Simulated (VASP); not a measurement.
# Zn (P6/mmm) in VASP: further runs

Zn is run at these levels: PBE; tasks: single point.

All numbers are computed with VASP 6.6.1; they aren't measurements. Logs are shortened: lines on timing, memory, paths and dates and some standing lists are left out, and cuts for length are marked.

## Step 1: The cell of the first run

Symmetry: P6/mmm, No. 191, hexagonal system. Conventional cell: a = 4.338 Å, b = 4.338 Å, c = 2.646 Å, α = 90.00°, β = 90.00°, γ = 120.00°. Zn (site symmetry 6/mmm) has 14 Zn at 2.65 to 2.83 Å within 3.5 Å. Zn (site symmetry -6m2) has 11 Zn at 2.50 to 2.83 Å within 3.3 Å.

## Step 2: Single point, PBE (volume scaled by 0.92)

File INCAR:

```
SYSTEM = Zn
PREC     = Accurate       ! precision mode
ENCUT    = 520            ! plane-wave cutoff, eV
EDIFF    = 1E-6           ! SCF threshold, eV
ISMEAR   = -1             ! smearing method
SIGMA    = 0.1            ! smearing width, eV
LREAL    = .FALSE.        ! projectors in reciprocal space
LASPH    = .TRUE.         ! aspherical terms in the spheres
NELM     = 80             ! most SCF steps
ALGO     = Normal         ! electronic algorithm
ISIF     = 2              ! what is computed and relaxed
LWAVE    = .FALSE.        ! write WAVECAR
LCHARG   = .FALSE.        ! write CHGCAR
GGA      = PE             ! functional
NBANDS   = 25             ! bands
```

File KPOINTS:

```
regular mesh
0
G
  9 9 12
  0 0 0
```

File POSCAR:

```
Zn
1.0
    4.3383723641      0.0000000000      0.0000000000
   -2.1691861820      3.7571406783      0.0000000000
    0.0000000000      0.0000000000      2.6459107017
Zn
3
Direct
    0.0000000000      0.0000000000      0.0000000000
    0.3333333333      0.6666666667      0.5000000000
    0.6666666667      0.3333333333      0.5000000000
```

Potentials or basis: VASP PAW PBE potentials, release 64 (Zn).

On the command line:

```
$ cat potpaw_PBE.64/Zn/POTCAR > POTCAR
$ mpirun -np 1 vasp_std > vasp.out
```

OUTCAR:

```text
SYSTEM = Zn
   PREC = Accurate
   ENCUT = 520
   EDIFF = 1E-6
   ISMEAR = -1
   LREAL = .FALSE.
   LASPH = .TRUE.
   NELM = 80
   ISIF = 2
   GGA = PE

 ion  position               nearest neighbor table
   1  0.000  0.000  0.000-   2 2.83   3 2.83   2 2.83   3 2.83   2 2.83   2 2.83   3 2.83   3 2.83
                             3 2.83   3 2.83   2 2.83   2 2.83
   2  0.333  0.667  0.500-   3 2.50   3 2.50   3 2.50   1 2.83   1 2.83   1 2.83   1 2.83   1 2.83
                             1 2.83
   3  0.667  0.333  0.500-   2 2.50   2 2.50   2 2.50   1 2.83   1 2.83   1 2.83   1 2.83   1 2.83
                             1 2.83

  LATTYP: Found a hexagonal cell.
 ALAT       =     4.3383723641
 C/A-ratio  =     0.6098855699

  Lattice vectors:

 A1 = (   4.3383723641,   0.0000000000,   0.0000000000)
 A2 = (  -2.1691861820,   3.7571406783,   0.0000000000)
 A3 = (   0.0000000000,   0.0000000000,   2.6459107017)

Analysis of symmetry for initial positions (statically):
=====================================================================
 Subroutine PRICEL returns:
 Original cell was already a primitive cell.

 Routine SETGRP: Setting up the symmetry group for a
 hexagonal supercell.

 Subroutine GETGRP returns: Found 24 space group operations
 (whereof 24 operations were pure point group operations)
 out of a pool of 24 trial point group operations.

The static configuration has the point symmetry D_6h.

Analysis of symmetry for dynamics (positions and initial velocities):
=====================================================================
 Subroutine PRICEL returns:
 Original cell was already a primitive cell.

 Routine SETGRP: Setting up the symmetry group for a
 hexagonal supercell.

 Subroutine GETGRP returns: Found 24 space group operations
 (whereof 24 operations were pure point group operations)
 out of a pool of 24 trial point group operations.

The dynamic configuration has the point symmetry D_6h.

 Subroutine INISYM returns: Found 24 space group operations
 (whereof 24 operations are pure point group operations),
 and found     1 'primitive' translations

----------------------------------------------------------------------------------------

                                     Primitive cell

  volume of cell :      43.1280

  direct lattice vectors                    reciprocal lattice vectors
     4.338372364  0.000000000  0.000000000     0.230501192  0.133079925  0.000000000
    -2.169186182  3.757140678  0.000000000     0.000000000  0.266159850  0.000000000
     0.000000000  0.000000000  2.645910702     0.000000000  0.000000000  0.377941704

  length of vectors
     4.338372364  4.338372364  2.645910702     0.266159850  0.266159850  0.377941704

  position of ions in fractional coordinates (direct lattice)
     0.000000000  0.000000000  0.000000000
     0.333333333  0.666666667  0.500000000
     0.666666667  0.333333333  0.500000000

  ion indices of the primitive-cell ions
   primitive index   ion index
                 1           1
                 2           2
                 3           3

----------------------------------------------------------------------------------------

 KPOINTS: regular mesh

Automatic generation of k-mesh.
 Grid dimensions read from file:
 generate k-points for:    9    9   12

 Generating k-lattice:

  Cartesian coordinates                     Fractional coordinates (reciprocal lattice)
     0.025611244  0.014786658  0.000000000     0.111111111  0.000000000  0.000000000
     0.000000000  0.029573317  0.000000000     0.000000000  0.111111111  0.000000000
     0.000000000  0.000000000  0.031495142     0.000000000  0.000000000  0.083333333

  Length of vectors
     0.029573317  0.029573317  0.031495142

  Shift w.r.t. Gamma in fractional coordinates (k-lattice)
     0.000000000  0.000000000  0.000000000

 Subroutine IBZKPT returns following result:
 ===========================================

 Found     84 irreducible k-points:

 Following reciprocal coordinates:
            Coordinates               Weight
  0.000000  0.000000  0.000000      1.000000
  0.111111  0.000000  0.000000      6.000000
  0.222222  0.000000  0.000000      6.000000
  0.333333 -0.000000  0.000000      6.000000
  0.444444  0.000000  0.000000      6.000000
  0.111111  0.111111  0.000000      6.000000
[... 16 lines left out ...]
  0.333333  0.222222  0.083333     24.000000
  0.333333  0.333333  0.083333      4.000000
 [... further k-points ...]
   k-points           NKPTS =     84   k-points in BZ     NKDIM =     84   number of bands    NBANDS=     25
   number of dos      NEDOS =    301   number of ions     NIONS =      3
   total plane-waves  NPLWV =  20480
   dimension x,y,z NGX =    32 NGY =   32 NGZ =   20
   dimension x,y,z NGXF=    64 NGYF=   64 NGZF=   40
   ions per type =               3
   NGX,Y,Z   is equivalent  to a cutoff of  12.26, 12.26, 12.57 a.u.
   NGXF,Y,Z  is equivalent  to a cutoff of  24.52, 24.52, 25.13 a.u.
 SYSTEM =  Zn
   PREC   = accura    normal or accurate (medium, high low for compatibility)
   ISTART =      0    job   : 0-new  1-cont  2-samecut
   ICHARG =      2    charge: 1-file 2-atom 10-const
   ISPIN  =      1    spin polarized calculation?
   LNONCOLLINEAR =      F non collinear calculations
   LSORBIT =      F    spin-orbit coupling
   LASPH  =      T    aspherical Exc in radial PAW
   ENCUT  =  520.0 eV  38.22 Ry    6.18 a.u.   8.07  8.07  4.92*2*pi/ulx,y,z
   NELM   =     80;   NELMIN=  2; NELMDL= -5     # of ELM steps
   EDIFF  = 0.1E-05   stopping-criterion for ELM
   LREAL  =      F    real-space projection
   EDIFFG = 0.1E-04   stopping-criterion for IOM
   NSW    =      0    number of steps for IOM
   IBRION =     -1    ionic relax: 0-MD 1-quasi-New 2-CG
   NFREE  =      0    steps in history (QN), initial steepest desc. (CG)
   ISIF   =      2    stress and relaxation
   ISYM   =      2    0-nonsym 1-usesym 2-fastsym
   POTIM  = 0.5000    time-step for ionic-motion
   TEBEG  =    0.0;   TEEND  =   0.0 temperature during run
   PSTRESS=    0.0 pullay stress
   NELECT =      36.0000    total number of electrons
   NUPDOWN=      -1.0000    fix difference up-down
   EMIN   =  10.00;   EMAX   =-10.00  energy-range for DOS
   EFERMI =   0.00;   METHOD = LEGACY
   ISMEAR =    -1;   SIGMA  =   0.10  broadening in eV -4-tet -1-fermi 0-gaus
   EFERMI_NEDOS =   21; number of points for ismear=-14 and -15
   IALGO  =     38    algorithm
   IMIX   =      4    mixing-type and parameters
     AMIX     =   0.40;   BMIX     =  1.00
     AMIX_MAG =   1.60;   BMIX_MAG =  1.00
  volume/ion in A,a.u.               =      14.38        97.01
  Fermi-wavevector in a.u.,A,eV,Ry     =   1.541425  2.912872 32.327337  2.375992
  Thomas-Fermi vector in A             =   2.647373
   LORBIT       =      0    0 simple, 1 ext, 2 COOP (PROOUT), +10 PAW based schemes
   GGA     = PE    functional components
   LHFCALC =     F    Hartree Fock is set to
   AEXX    =    0.0000 exact exchange contribution
   IVDW    =     0    specifies the selected vdW correction
   LEPSILON=     F    determine dielectric tensor
   LRPA    =     F    only Hartree local field effects (RPA)
 non-spin polarized calculation
  energy-cutoff  :      520.00
  volume of cell :       43.13
 maximum number of plane-waves:      1182
   NGX = 17   NGY = 17   NGZ =  9

 number of electron      36.0000021 magnetization

 Free energy of the ion-electron system (eV)
  ---------------------------------------------------
  ext. energy  EPLUGINS =         0.00000000
  ---------------------------------------------------
  free energy    TOTEN  =        -2.98273247 eV

  energy without entropy =       -2.95237401  energy(sigma->0) =       -2.96755324

 E-fermi :   3.7131     XC(G=0): -11.8565

 val. band max:        3.6897094397   @ k =   0.2222   0.0000   0.1667
 cond. band min:       3.7316731819   @ k =   0.1111   0.0000   0.1667
 fundamental gap:      0.0419637423
 Fermi energy:         3.7131253671

 k-point     1 :       0.0000    0.0000    0.0000
  band No.  band energies     occupation
      1      -7.3228      2.00000
      2      -5.0317      2.00000
      3      -4.4824      2.00000
      4      -4.4280      2.00000
      5      -4.4280      2.00000
      6      -4.4007      2.00000
[... 17 lines left out ...]
     24      17.8064      0.00000
     25      23.9088      0.00000

 k-point     2 :       0.1111    0.0000    0.0000
  band No.  band energies     occupation
      1      -7.1861      2.00000
      2      -5.0143      2.00000
      3      -4.5940      2.00000
      4      -4.5254      2.00000
      5      -4.5051      2.00000
      6      -4.4165      2.00000
[... 17 lines left out ...]
     24      17.8800      0.00000
     25      22.0359      0.00000

 k-point     3 :       0.2222    0.0000    0.0000
  band No.  band energies     occupation
      1      -6.7842      2.00000
      2      -4.9778      2.00000
      3      -4.7916      2.00000
      4      -4.5993      2.00000
      5      -4.5679      2.00000
      6      -4.4491      2.00000
[... 17 lines left out ...]
     24      18.0550      0.00000
     25      19.2459      0.00000

 k-point     4 :       0.3333   -0.0000    0.0000
  band No.  band energies     occupation
      1      -6.1520      2.00000
      2      -5.0371      2.00000
      3      -4.8377      2.00000
      4      -4.6469      2.00000
      5      -4.6273      2.00000
      6      -4.5090      2.00000
[... 17 lines left out ...]
     24      16.3206      0.00000
     25      16.4924      0.00000

 k-point     5 :       0.4444    0.0000    0.0000
  band No.  band energies     occupation
      1      -5.4226      2.00000
      2      -5.1185      2.00000
      3      -4.8747      2.00000
      4      -4.6990      2.00000
      5      -4.6296      2.00000
      6      -4.6063      2.00000
[... 17 lines left out ...]
     24      15.3584      0.00000
     25      16.1493      0.00000

 k-point     6 :       0.1111    0.1111    0.0000
  band No.  band energies     occupation
      1      -6.9168      2.00000
      2      -4.9856      2.00000
      3      -4.7012      2.00000
      4      -4.6736      2.00000
      5      -4.5294      2.00000
      6      -4.4198      2.00000
[... 17 lines left out ...]
     24      18.0018      0.00000
     25      19.1735      0.00000
[... 393 lines left out ...]
 k-point    21 :       0.4444    0.1111    0.0833
  band No.  band energies     occupation
      1      -5.1778      2.00000
      2      -4.9901      2.00000
      3      -4.9530      2.00000
      4      -4.6526      2.00000
      5      -4.6238      2.00000
      6      -4.5463      2.00000
[... 17 lines left out ...]
     24      14.6254      0.00000
     25      14.8110      0.00000

 k-point    22 :       0.2222    0.2222    0.0833
  band No.  band energies     occupation
      1      -5.7039      2.00000
      2      -5.0110      2.00000
      3      -4.8611      2.00000
      4      -4.7432      2.00000
      5      -4.5581      2.00000
      6      -4.4416      2.00000
[... 17 lines left out ...]
     24      13.6815      0.00000
     25      17.1077      0.00000

 k-point    23 :       0.3333    0.2222    0.0833
  band No.  band energies     occupation
      1      -5.2615      2.00000
      2      -5.0337      2.00000
      3      -4.9267      2.00000
      4      -4.6659      2.00000
      5      -4.5979      2.00000
      6      -4.4770      2.00000
[... 17 lines left out ...]
     24      15.3879      0.00000
     25      16.3581      0.00000

 k-point    24 :       0.3333    0.3333    0.0833
  band No.  band energies     occupation
      1      -5.2312      2.00000
      2      -4.9667      2.00000
      3      -4.9667      2.00000
      4      -4.6211      2.00000
      5      -4.6211      2.00000
      6      -4.4845      2.00000
[... 17 lines left out ...]
     24      15.4611      0.00000
     25      17.4235      0.00000

 [... further k-points ...]
[... 5 lines left out ...]
  --------------------------------------------------------------------------------------
  -------------------------------------------------------------------------------------
  Total        1.7936063      1.7936063      1.7896295      0.0000000     -0.0000000     -0.0000000
  in kB       66.6312930     66.6312930     66.4835577      0.0000000     -0.0000000     -0.0000000
  external PRESSURE =      66.5820479 kB  Pullay stress =       0.0000000 kB

 VOLUME and BASIS-vectors are now :
 -----------------------------------------------------------------------------
  energy-cutoff  :      520.00
  volume of cell :       43.13
      direct lattice vectors                 reciprocal lattice vectors
     4.338372364  0.000000000  0.000000000     0.230501192  0.133079925  0.000000000
    -2.169186182  3.757140678  0.000000000     0.000000000  0.266159850  0.000000000
     0.000000000  0.000000000  2.645910702     0.000000000  0.000000000  0.377941704

 POSITION                                       TOTAL-FORCE (eV/Angst)
 -----------------------------------------------------------------------------------
      0.00000      0.00000      0.00000        -0.000000     -0.000000      0.000000
     -0.00000      2.50476      1.32296         0.000000      0.000000     -0.000000
      2.16919      1.25238      1.32296         0.000000     -0.000000      0.000000
 -----------------------------------------------------------------------------------
    total drift:                               -0.000000      0.000000      0.000000

  FREE ENERGIE OF THE ION-ELECTRON SYSTEM (eV)
  ---------------------------------------------------
  free  energy   TOTEN  =        -2.9827324700 eV

  energy  without entropy=       -2.9523740060  energy(sigma->0) =       -2.96755324
```

Run time: 2.4 min. Hardware: 1 thread of AMD EPYC 7R13, shared host; peak memory 0.17 GiB.

What came out:

```yaml
Free_energy: -2.9827 eV
Pressure: 6.7 GPa
Band_gap_on_the_k_mesh: zero (band 18 reaches 8.02 eV, above the bottom of band 19 at 2.70 eV)
```

Levels at points of the mesh, in eV from the Fermi level:
```csv
k point,band 16,band 17,band 18,band 19,band 20,band 21
"(0.00, 0.00, 0.00)",-7.25,0.60,0.60,0.64,0.64,1.08
"(0.00, 0.00, 0.50)",-4.63,-4.56,4.31,4.31,4.36,5.10
```

[end of part 1 of 2]
